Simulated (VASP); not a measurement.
# FeCo (Wairauite) (Pm-3m) in VASP: single point with PBEsol

Aim: the single point of FeCo (Wairauite) with PBEsol.

Program: VASP 6.6.1. These are calculated values, not measurements. Logs are shortened: lines on timing, memory, paths and dates and some standing lists are left out, and cuts for length are marked.

## Step 1: The cell of the first run

The structure is cubic, space group Pm-3m (No. 221). Conventional cell: a = 2.857 Å, b = 2.857 Å, c = 2.857 Å, α = 90.00°, β = 90.00°, γ = 90.00°. Within 3.3 Å of Fe (site symmetry m-3m) lie 8 Co at 2.47 Å and 6 Fe at 2.86 Å. Co (site symmetry m-3m) has 8 Fe at 2.47 Å and 6 Co at 2.86 Å within 3.3 Å.

## Step 2: Single point, PBEsol, collinear spin, ferromagnetic start

INCAR

```
  PREC = Accurate
  ENCUT = 600
  EDIFF = 1E-6
  ISMEAR = 1
  SIGMA = 0.1
  LREAL = F
  LASPH = T
  NELM = 200
  ALGO = Normal
  ISIF = 2
  LWAVE = F
  LCHARG = F
  ISPIN = 2
  MAGMOM = 3.5 2.5
  LORBIT = 11
  LMAXMIX = 4
  GGA = PS
  NBANDS = 20
  GGA_COMPAT = F
```

KPOINTS

```
regular mesh
0
Gamma
  9 9 9
```

POSCAR

```
FeCo
1.0
    2.8570000000      0.0000000000      0.0000000000
    0.0000000000      2.8570000000      0.0000000000
    0.0000000000      0.0000000000      2.8570000000
Fe Co
1 1
Direct
    0.5000000000      0.5000000000      0.5000000000
    0.0000000000      0.0000000000      0.0000000000
```

Potentials or basis: VASP PAW PBE potentials, release 64 (Fe, Co).

Started as:

```bash
> cat potpaw_PBE.64/Fe/POTCAR potpaw_PBE.64/Co/POTCAR > POTCAR
> mpirun -np 1 vasp_std > vasp.out
```

OUTCAR:

```text
PREC = Accurate
   ENCUT = 600
   EDIFF = 1E-6
   ISMEAR = 1
   LREAL = F
   LASPH = T
   NELM = 200
   ISIF = 2
   ISPIN = 2
   LORBIT = 11
   GGA = PS

 ion  position               nearest neighbor table
   1  0.500  0.500  0.500-   2 2.47   2 2.47   2 2.47   2 2.47   2 2.47   2 2.47   2 2.47   2 2.47

   2  0.000  0.000  0.000-   1 2.47   1 2.47   1 2.47   1 2.47   1 2.47   1 2.47   1 2.47   1 2.47

  LATTYP: Found a simple cubic cell.
 ALAT       =     2.8570000000

  Lattice vectors:

 A1 = (   2.8570000000,   0.0000000000,   0.0000000000)
 A2 = (   0.0000000000,   2.8570000000,   0.0000000000)
 A3 = (   0.0000000000,   0.0000000000,   2.8570000000)

Analysis of symmetry for initial positions (statically):
=====================================================================
 Subroutine PRICEL returns:
 Original cell was already a primitive cell.

 Routine SETGRP: Setting up the symmetry group for a
 simple cubic supercell.

 Subroutine GETGRP returns: Found 48 space group operations
 (whereof 48 operations were pure point group operations)
 out of a pool of 48 trial point group operations.

The static configuration has the point symmetry O_h .

Analysis of symmetry for dynamics (positions and initial velocities):
=====================================================================
 Subroutine PRICEL returns:
 Original cell was already a primitive cell.

 Routine SETGRP: Setting up the symmetry group for a
 simple cubic supercell.

 Subroutine GETGRP returns: Found 48 space group operations
 (whereof 48 operations were pure point group operations)
 out of a pool of 48 trial point group operations.

The dynamic configuration has the point symmetry O_h .

Analysis of structural, dynamic, and magnetic symmetry:
=====================================================================
 Subroutine PRICEL returns:
 Original cell was already a primitive cell.

 Routine SETGRP: Setting up the symmetry group for a
 simple cubic supercell.

 Subroutine GETGRP returns: Found 48 space group operations
 (whereof 48 operations were pure point group operations)
 out of a pool of 48 trial point group operations.

The overall configuration has the point symmetry O_h .

 Subroutine INISYM returns: Found 48 space group operations
 (whereof 48 operations are pure point group operations),
 and found     1 'primitive' translations

[... 110 lines left out ...]
   EFERMI_NEDOS =   21; number of points for ismear=-14 and -15
   IALGO  =     38    algorithm
   IMIX   =      4    mixing-type and parameters
     AMIX     =   0.40;   BMIX     =  1.00
     AMIX_MAG =   1.60;   BMIX_MAG =  1.00
  volume/ion in A,a.u.               =      11.66        78.69
  Fermi-wavevector in a.u.,A,eV,Ry     =   1.473378  2.784281 29.536115  2.170843
  Thomas-Fermi vector in A             =   2.588279
   LORBIT       =     11    0 simple, 1 ext, 2 COOP (PROOUT), +10 PAW based schemes
   GGA     = PS    functional components
   LHFCALC =     F    Hartree Fock is set to
   AEXX    =    0.0000 exact exchange contribution
   IVDW    =     0    specifies the selected vdW correction
   LEPSILON=     F    determine dielectric tensor
   LRPA    =     F    only Hartree local field effects (RPA)
 spin polarized calculation
 Methfessel and Paxton  Order N= 1 SIGMA  =   0.10
  energy-cutoff  :      600.00
  volume of cell :       23.32
 maximum number of plane-waves:       792
 NGX is ok and might be reduce to    24
   NGX = 11   NGY = 11   NGZ = 11

 number of electron      16.9999996 magnetization       4.5216905

 Free energy of the ion-electron system (eV)
  ---------------------------------------------------
  ext. energy  EPLUGINS =         0.00000000
  ---------------------------------------------------
  free energy    TOTEN  =       -16.65216241 eV

  energy without entropy =      -16.65254683  energy(sigma->0) =      -16.65229055

 E-fermi :   7.8003     XC(G=0): -13.1391

 val. band max:        7.7979339865   @ k =   0.4444   0.2222   0.0000
 cond. band min:       7.8195370287   @ k =   0.4444   0.1111   0.0000
 fundamental gap:      0.0216030422
 Fermi energy:         7.8003096375

 spin component 1

 k-point     1 :       0.0000    0.0000    0.0000
  band No.  band energies     occupation
      1      -1.2439      1.00000
      2       2.4526      1.00000
      3       2.4526      1.00000
      4       4.6966      1.00000
      5       4.6966      1.00000
      6       4.6966      1.00000
[... 541 lines left out ...]
     19      31.4133      0.00000
     20      31.6960      0.00000

 [... further k-points ...]

 spin component 2

 k-point     1 :       0.0000    0.0000    0.0000
  band No.  band energies     occupation
      1      -1.0189      1.00000
      2       4.2944      1.00000
      3       4.2944      1.00000
      4       6.6533      1.00000
      5       6.6533      1.00000
      6       6.6533      1.00000
[... 541 lines left out ...]
     19      31.9060      0.00000
     20      32.1764      0.00000

 [... further k-points ...]
[... 5 lines left out ...]
  --------------------------------------------------------------------------------------
  -------------------------------------------------------------------------------------
  Total       -1.7013706     -1.7013706     -1.7013706     -0.0000000     -0.0000000     -0.0000000
  in kB     -116.8903823   -116.8903823   -116.8903823     -0.0000000     -0.0000000     -0.0000000
  external PRESSURE =    -116.8903823 kB  Pullay stress =       0.0000000 kB

 VOLUME and BASIS-vectors are now :
 -----------------------------------------------------------------------------
  energy-cutoff  :      600.00
  volume of cell :       23.32
      direct lattice vectors                 reciprocal lattice vectors
     2.857000000  0.000000000  0.000000000     0.350017501  0.000000000  0.000000000
     0.000000000  2.857000000  0.000000000     0.000000000  0.350017501  0.000000000
     0.000000000  0.000000000  2.857000000     0.000000000  0.000000000  0.350017501

 POSITION                                       TOTAL-FORCE (eV/Angst)
 -----------------------------------------------------------------------------------
      1.42850      1.42850      1.42850         0.000000      0.000000      0.000000
      0.00000      0.00000      0.00000         0.000000      0.000000      0.000000
 -----------------------------------------------------------------------------------
    total drift:                                0.000000      0.000000     -0.000000

  FREE ENERGIE OF THE ION-ELECTRON SYSTEM (eV)
  ---------------------------------------------------
  free  energy   TOTEN  =       -16.6521624129 eV

  energy  without entropy=      -16.6525468295  energy(sigma->0) =      -16.65229055

 total charge

# of ion       s       p       d       tot
------------------------------------------
    1        0.469   0.518   6.143   7.130
    2        0.478   0.499   7.234   8.211
--------------------------------------------------
tot          0.947   1.017  13.377  15.341

 magnetization (x)

# of ion       s       p       d       tot
------------------------------------------
    1       -0.001  -0.042   2.815   2.772
    2       -0.011  -0.050   1.821   1.761
--------------------------------------------------
tot         -0.012  -0.091   4.636   4.532
```

OSZICAR:

```text
N       E                     dE             d eps       ncg     rms          rms(c)
DAV:   1     0.911496900643E+02    0.91150E+02   -0.79877E+03  2936   0.119E+03
DAV:   2    -0.137693604462E+02   -0.10492E+03   -0.93938E+02  2864   0.220E+02
DAV:   3    -0.186802990625E+02   -0.49109E+01   -0.47445E+01  3164   0.589E+01
DAV:   4    -0.187511954274E+02   -0.70896E-01   -0.70838E-01  3432   0.619E+00
DAV:   5    -0.187532508040E+02   -0.20554E-02   -0.20551E-02  3344   0.961E-01    0.159E+01
DAV:   6    -0.169337125549E+02    0.18195E+01   -0.80669E+00  3100   0.563E+01    0.823E+00
DAV:   7    -0.168207186237E+02    0.11299E+00   -0.15969E+00  3332   0.240E+01    0.752E+00
DAV:   8    -0.167238913494E+02    0.96827E-01   -0.13605E+00  3424   0.205E+01    0.511E+00
DAV:   9    -0.166666018198E+02    0.57290E-01   -0.18019E-01  4120   0.785E+00    0.182E+00
DAV:  10    -0.166524385841E+02    0.14163E-01   -0.84751E-03  4220   0.139E+00    0.466E-01
DAV:  11    -0.166521692642E+02    0.26932E-03   -0.61647E-04  3728   0.334E-01    0.132E-01
DAV:  12    -0.166521658260E+02    0.34382E-05   -0.10875E-04  4024   0.185E-01    0.584E-02
DAV:  13    -0.166521625197E+02    0.33062E-05   -0.22144E-05  4020   0.711E-02    0.258E-02
DAV:  14    -0.166521624129E+02    0.10681E-06   -0.58621E-06  2352   0.391E-02
   1 F= -.16652162E+02 E0= -.16652291E+02  d E =0.384417E-03  mag=     4.5217
```

stdout:

```text
POSCAR found type information on POSCAR FeCo
 POSCAR found :  2 types and       2 ions
 scaLAPACK will be used
 -----------------------------------------------------------------------------
|                                                                             |
|                                                                             |
|     You enforced a specific xc type in the INCAR file but a different       |
|     I HOPE YOU KNOW WHAT YOU ARE DOING!                                     |
|                                                                             |
 -----------------------------------------------------------------------------

 LDA part: xc-table for (Slater+PW92), standard interpolation
 POSCAR, INCAR and KPOINTS ok, starting setup
 FFT: planning ... GRIDC
 FFT: planning ... GRID_SOFT
 FFT: planning ... GRID
 WAVECAR not read
 entering main loop
```

It took 60 s on 1 thread of AMD EPYC 7R43 (Zen 3), shared host; peak memory 0.13 GiB.

What came out:

* Free energy: -16.6522 eV
* Pressure: -11.7 GPa
* Net moment: 4.52 μB per cell
* Site moments: Fe +2.77; Co +1.76 μB
* Valence electrons inside the program's atomic spheres: Fe 7.13; Co 8.21

Caveat: the PAW data sets were made with another functional, which shifts forces and pressure a little.
